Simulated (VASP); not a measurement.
# AlGa3N4 (P-42m) in VASP: further runs

The runs below take AlGa3N4 through single point, with PBEsol.

Everything below comes from runs of VASP 6.6.1. Logs are shortened: lines on timing, memory, paths and dates and some standing lists are left out, and cuts for length are marked.

## Step 1: The cell of the first run

Symmetry: P-42m, No. 111, tetragonal system. Conventional cell: a = 4.401 Å, b = 4.401 Å, c = 4.539 Å, α = 90.00°, β = 90.00°, γ = 90.00°. Al (site symmetry -42m) has 4 N at 1.89 Å within 2.5 Å. Ga (site symmetry -42m) has 4 N at 1.94 Å within 2.6 Å. Within 2.6 Å of Ga (site symmetry 222) lie 4 N at 1.94 Å. Within 2.5 Å of N (site symmetry m) lie 1 Al at 1.89 Å and 3 Ga at 1.94 Å.

## Step 2: Single point, PBEsol (biaxial strain in the a-b plane: -1.5 %, then relaxed in part)

File INCAR:

```
SYSTEM = AlGa3N4
PREC = Accurate
ENCUT = 520
EDIFF = 1E-6
ISMEAR = 0
SIGMA = 0.02
LREAL = .False.
LASPH = .True.
NELM = 80
ALGO = Normal
ISIF = 2
LWAVE = .False.
LCHARG = .False.
GGA = PS
NBANDS = 41
```

File KPOINTS:

```
Automatic mesh
0
Gamma
  6 6 6
  0 0 0
```

File POSCAR:

```
AlGa3N4
1.0
    4.4006135017      0.0000000000      0.0000000000
    0.0000000000      4.4006135017      0.0000000000
    0.0000000000      0.0000000000      4.5389859410
Al Ga N
1 3 4
Direct
    0.0000000000      0.0000000000      0.0000000000
    0.5000000000      0.5000000000      0.0000000000
    0.5000000000      0.0000000000      0.5000000000
    0.0000000000      0.5000000000      0.5000000000
    0.7551711795      0.7551711795      0.2451888876
    0.7551711795      0.2448288205      0.7548111124
    0.2448288205      0.7551711795      0.7548111124
    0.2448288205      0.2448288205      0.2451888876
```

Potentials or basis: VASP PAW PBE potentials, release 64 (Al, Ga_d, N).

The run is started by

```sh
$ cat potpaw_PBE.64/Al/POTCAR potpaw_PBE.64/Ga_d/POTCAR potpaw_PBE.64/N/POTCAR > POTCAR
$ mpirun -np 1 vasp_std > vasp.out
```

OUTCAR:

```text
SYSTEM = AlGa3N4
   PREC = Accurate
   ENCUT = 520
   EDIFF = 1E-6
   ISMEAR = 0
   LREAL = .False.
   LASPH = .True.
   NELM = 80
   ISIF = 2
   GGA = PS

 ion  position               nearest neighbor table
   1  0.000  0.000  0.000-   5 1.89   6 1.89   7 1.89   8 1.89   2 3.11   2 3.11   2 3.11   2 3.11

   2  0.500  0.500  0.000-   5 1.94   6 1.94   7 1.94   8 1.94   1 3.11   1 3.11   1 3.11   1 3.11

   3  0.500  0.000  0.500-   5 1.94   6 1.94   7 1.94   8 1.94
   4  0.000  0.500  0.500-   5 1.94   6 1.94   7 1.94   8 1.94
   5  0.755  0.755  0.245-   1 1.89   3 1.94   4 1.94   2 1.94
   6  0.755  0.245  0.755-   1 1.89   3 1.94   4 1.94   2 1.94
   7  0.245  0.755  0.755-   1 1.89   3 1.94   4 1.94   2 1.94
   8  0.245  0.245  0.245-   1 1.89   3 1.94   4 1.94   2 1.94

  LATTYP: Found a simple tetragonal cell.
 ALAT       =     4.4006135017
 C/A-ratio  =     1.0314438974

  Lattice vectors:

 A1 = (   4.4006135017,   0.0000000000,   0.0000000000)
 A2 = (   0.0000000000,   4.4006135017,   0.0000000000)
 A3 = (   0.0000000000,   0.0000000000,   4.5389859410)

Analysis of symmetry for initial positions (statically):
=====================================================================
 Subroutine PRICEL returns:
 Original cell was already a primitive cell.

 Routine SETGRP: Setting up the symmetry group for a
 simple tetragonal supercell.

 Subroutine GETGRP returns: Found  8 space group operations
 (whereof  8 operations were pure point group operations)
 out of a pool of 16 trial point group operations.

The static configuration has the point symmetry D_2d.

Analysis of symmetry for dynamics (positions and initial velocities):
=====================================================================
 Subroutine PRICEL returns:
 Original cell was already a primitive cell.

 Routine SETGRP: Setting up the symmetry group for a
 simple tetragonal supercell.

 Subroutine GETGRP returns: Found  8 space group operations
 (whereof  8 operations were pure point group operations)
 out of a pool of 16 trial point group operations.

The dynamic configuration has the point symmetry D_2d.

 Subroutine INISYM returns: Found  8 space group operations
 (whereof  8 operations are pure point group operations),
 and found     1 'primitive' translations

----------------------------------------------------------------------------------------

                                     Primitive cell

  volume of cell :      87.8993

  direct lattice vectors                    reciprocal lattice vectors
     4.400613502  0.000000000  0.000000000     0.227241043  0.000000000  0.000000000
     0.000000000  4.400613502  0.000000000     0.000000000  0.227241043  0.000000000
     0.000000000  0.000000000  4.538985941     0.000000000  0.000000000  0.220313527

  length of vectors
     4.400613502  4.400613502  4.538985941     0.227241043  0.227241043  0.220313527

  position of ions in fractional coordinates (direct lattice)
     0.000000000  0.000000000  0.000000000
     0.500000000  0.500000000  0.000000000
     0.500000000  0.000000000  0.500000000
     0.000000000  0.500000000  0.500000000
     0.755171180  0.755171180  0.245188888
     0.755171180  0.244828820  0.754811112
     0.244828820  0.755171180  0.754811112
     0.244828820  0.244828820  0.245188888

  ion indices of the primitive-cell ions
   primitive index   ion index
                 1           1
                 2           2
                 3           3
                 4           4
                 5           5
                 6           6
                 7           7
                 8           8

----------------------------------------------------------------------------------------

 KPOINTS: Automatic mesh

Automatic generation of k-mesh.
 Grid dimensions read from file:
 generate k-points for:    6    6    6

 Generating k-lattice:

  Cartesian coordinates                     Fractional coordinates (reciprocal lattice)
     0.037873507  0.000000000  0.000000000     0.166666667  0.000000000  0.000000000
     0.000000000  0.037873507  0.000000000     0.000000000  0.166666667  0.000000000
     0.000000000  0.000000000  0.036718921     0.000000000  0.000000000  0.166666667

  Length of vectors
     0.037873507  0.037873507  0.036718921

  Shift w.r.t. Gamma in fractional coordinates (k-lattice)
     0.000000000  0.000000000  0.000000000

 Subroutine IBZKPT returns following result:
 ===========================================

 Found     40 irreducible k-points:

 Following reciprocal coordinates:
            Coordinates               Weight
  0.000000  0.000000  0.000000      1.000000
  0.166667  0.000000  0.000000      4.000000
  0.333333  0.000000  0.000000      4.000000
  0.500000  0.000000  0.000000      2.000000
  0.166667  0.166667  0.000000      4.000000
  0.333333  0.166667  0.000000      8.000000
[... 16 lines left out ...]
  0.333333  0.000000  0.333333      8.000000
  0.500000  0.000000  0.333333      4.000000
 [... further k-points ...]
   k-points           NKPTS =     40   k-points in BZ     NKDIM =     40   number of bands    NBANDS=     41
   number of dos      NEDOS =    301   number of ions     NIONS =      8
   total plane-waves  NPLWV =  46656
   dimension x,y,z NGX =    36 NGY =   36 NGZ =   36
   dimension x,y,z NGXF=    72 NGYF=   72 NGZF=   72
   ions per type =               1   3   4
   NGX,Y,Z   is equivalent  to a cutoff of  13.60, 13.60, 13.19 a.u.
   NGXF,Y,Z  is equivalent  to a cutoff of  27.20, 27.20, 26.37 a.u.
 SYSTEM =  AlGa3N4
   PREC   = accura    normal or accurate (medium, high low for compatibility)
   ISTART =      0    job   : 0-new  1-cont  2-samecut
   ICHARG =      2    charge: 1-file 2-atom 10-const
   ISPIN  =      1    spin polarized calculation?
   LNONCOLLINEAR =      F non collinear calculations
   LSORBIT =      F    spin-orbit coupling
   LASPH  =      T    aspherical Exc in radial PAW
   ENCUT  =  520.0 eV  38.22 Ry    6.18 a.u.   8.18  8.18  8.44*2*pi/ulx,y,z
   NELM   =     80;   NELMIN=  2; NELMDL= -5     # of ELM steps
   EDIFF  = 0.1E-05   stopping-criterion for ELM
   LREAL  =      F    real-space projection
   EDIFFG = 0.1E-04   stopping-criterion for IOM
   NSW    =      0    number of steps for IOM
   IBRION =     -1    ionic relax: 0-MD 1-quasi-New 2-CG
   NFREE  =      0    steps in history (QN), initial steepest desc. (CG)
   ISIF   =      2    stress and relaxation
   ISYM   =      2    0-nonsym 1-usesym 2-fastsym
   POTIM  = 0.5000    time-step for ionic-motion
   TEBEG  =    0.0;   TEEND  =   0.0 temperature during run
   PSTRESS=    0.0 pullay stress
   NELECT =      62.0000    total number of electrons
   NUPDOWN=      -1.0000    fix difference up-down
   EMIN   =  10.00;   EMAX   =-10.00  energy-range for DOS
   EFERMI =   0.00;   METHOD = LEGACY
   ISMEAR =     0;   SIGMA  =   0.02  broadening in eV -4-tet -1-fermi 0-gaus
   EFERMI_NEDOS =   21; number of points for ismear=-14 and -15
   IALGO  =     38    algorithm
   IMIX   =      4    mixing-type and parameters
     AMIX     =   0.40;   BMIX     =  1.00
     AMIX_MAG =   1.60;   BMIX_MAG =  1.00
  volume/ion in A,a.u.               =      10.99        74.15
  Fermi-wavevector in a.u.,A,eV,Ry     =   1.457282  2.753864 28.894300  2.123671
  Thomas-Fermi vector in A             =   2.574102
   LORBIT       =      0    0 simple, 1 ext, 2 COOP (PROOUT), +10 PAW based schemes
   GGA     = PS    functional components
   LHFCALC =     F    Hartree Fock is set to
   AEXX    =    0.0000 exact exchange contribution
   IVDW    =     0    specifies the selected vdW correction
   LEPSILON=     F    determine dielectric tensor
   LRPA    =     F    only Hartree local field effects (RPA)
 non-spin polarized calculation
 Gauss-broadening in eV      SIGMA  =   0.02
  energy-cutoff  :      520.00
  volume of cell :       87.90
 maximum number of plane-waves:      2416
 NGX is ok and might be reduce to    36
   NGX = 17   NGY = 17   NGZ = 17

 number of electron      61.9999986 magnetization

 Free energy of the ion-electron system (eV)
  ---------------------------------------------------
  ext. energy  EPLUGINS =         0.00000000
  ---------------------------------------------------
  free energy    TOTEN  =       -54.93417324 eV

  energy without entropy =      -54.93417324  energy(sigma->0) =      -54.93417324

 E-fermi :   5.6625     XC(G=0): -11.8183

 val. band max:        5.5149958010   @ k =   0.0000   0.0000   0.0000
 cond. band min:       7.8734970539   @ k =   0.0000   0.0000   0.0000
 fundamental gap:      2.3585012528
 Fermi energy:         5.6625208675

 k-point     1 :       0.0000    0.0000    0.0000
  band No.  band energies     occupation
      1     -10.3316      2.00000
      2      -8.9793      2.00000
      3      -8.9659      2.00000
      4      -8.9659      2.00000
      5      -7.6565      2.00000
      6      -7.6456      2.00000
[... 33 lines left out ...]
     40      16.3148      0.00000
     41      16.3903      0.00000

 k-point     2 :       0.1667    0.0000    0.0000
  band No.  band energies     occupation
      1     -10.2133      2.00000
      2      -9.0065      2.00000
      3      -8.9819      2.00000
      4      -8.9681      2.00000
      5      -7.6479      2.00000
      6      -7.6417      2.00000
[... 33 lines left out ...]
     40      16.4375      0.00000
     41      16.8223      0.00000

 k-point     3 :       0.3333    0.0000    0.0000
  band No.  band energies     occupation
      1      -9.8943      2.00000
      2      -9.1581      2.00000
      3      -8.9870      2.00000
      4      -8.9723      2.00000
      5      -7.6239      2.00000
      6      -7.6156      2.00000
[... 875 lines left out ...]
      2      -9.1401      2.00000
      3      -9.0944      2.00000
      4      -9.0089      2.00000
      5      -7.6237      2.00000
      6      -7.6169      2.00000
[... 33 lines left out ...]
     40      15.1944      0.00000
     41      15.5673      0.00000

 k-point    24 :       0.5000    0.0000    0.3333
  band No.  band energies     occupation
      1      -9.3957      2.00000
      2      -9.2527      2.00000
      3      -9.0912      2.00000
      4      -9.0362      2.00000
      5      -7.6269      2.00000
      6      -7.6074      2.00000
[... 33 lines left out ...]
     40      15.2150      0.00000
     41      15.3449      0.00000

 [... further k-points ...]

------------------------ aborting loop because EDIFF is reached ----------------------------------------

  FORCE on cell =-STRESS in cart. coord.  units (eV):
  Direction    XX          YY          ZZ          XY          YZ          ZX
  --------------------------------------------------------------------------------------
  -------------------------------------------------------------------------------------
  Total        2.1770323      2.1770323     -0.1029316      0.0000000     -0.0000000      0.0000000
  in kB       39.6816900     39.6816900     -1.8761781      0.0000000     -0.0000000      0.0000000
  external PRESSURE =      25.8290673 kB  Pullay stress =       0.0000000 kB

 VOLUME and BASIS-vectors are now :
 -----------------------------------------------------------------------------
  energy-cutoff  :      520.00
  volume of cell :       87.90
      direct lattice vectors                 reciprocal lattice vectors
     4.400613502  0.000000000  0.000000000     0.227241043  0.000000000  0.000000000
     0.000000000  4.400613502  0.000000000     0.000000000  0.227241043  0.000000000
     0.000000000  0.000000000  4.538985941     0.000000000  0.000000000  0.220313527

 POSITION                                       TOTAL-FORCE (eV/Angst)
 -----------------------------------------------------------------------------------
      0.00000      0.00000      0.00000        -0.000000      0.000000     -0.000000
      2.20031      2.20031      0.00000        -0.000000      0.000000     -0.000000
      2.20031      0.00000      2.26949        -0.000000      0.000000     -0.000000
      0.00000      2.20031      2.26949        -0.000000      0.000000     -0.000000
      3.32322      3.32322      1.11291        -0.006136     -0.006136      0.006399
      3.32322      1.07740      3.42608        -0.006136      0.006136     -0.006399
      1.07740      3.32322      3.42608         0.006136     -0.006136     -0.006399
      1.07740      1.07740      1.11291         0.006136      0.006136      0.006399
 -----------------------------------------------------------------------------------
    total drift:                                0.000000      0.000000     -0.000000

  FREE ENERGIE OF THE ION-ELECTRON SYSTEM (eV)
  ---------------------------------------------------
  free  energy   TOTEN  =       -54.9341732446 eV

  energy  without entropy=      -54.9341732446  energy(sigma->0) =      -54.93417324
```

Run time: 91 s. Hardware: 1 thread of Intel Xeon 6975P-C (Granite Rapids), shared host; peak memory 0.26 GiB.

What came out:

```
Free energy            : -54.9342 eV
Pressure               : 2.6 GPa
Largest force          : 0.011 eV/Å
Band gap on the k mesh : 2.36 eV
```

Forces in eV/Å, atoms in the order of the input:
```
Al   0.000  0.000  0.000
Ga   0.000  0.000  0.000
Ga   0.000  0.000  0.000
Ga   0.000  0.000  0.000
N   -0.006 -0.006  0.006
N   -0.006  0.006 -0.006
N    0.006 -0.006 -0.006
N    0.006  0.006  0.006
```

Caveat: the cell differs from its parent crystal (biaxial strain in the a-b plane: -1.5 %, then relaxed in part); the PAW data sets were made with another functional, which shifts forces and pressure a little.

(Continued in part 2 of 2.)
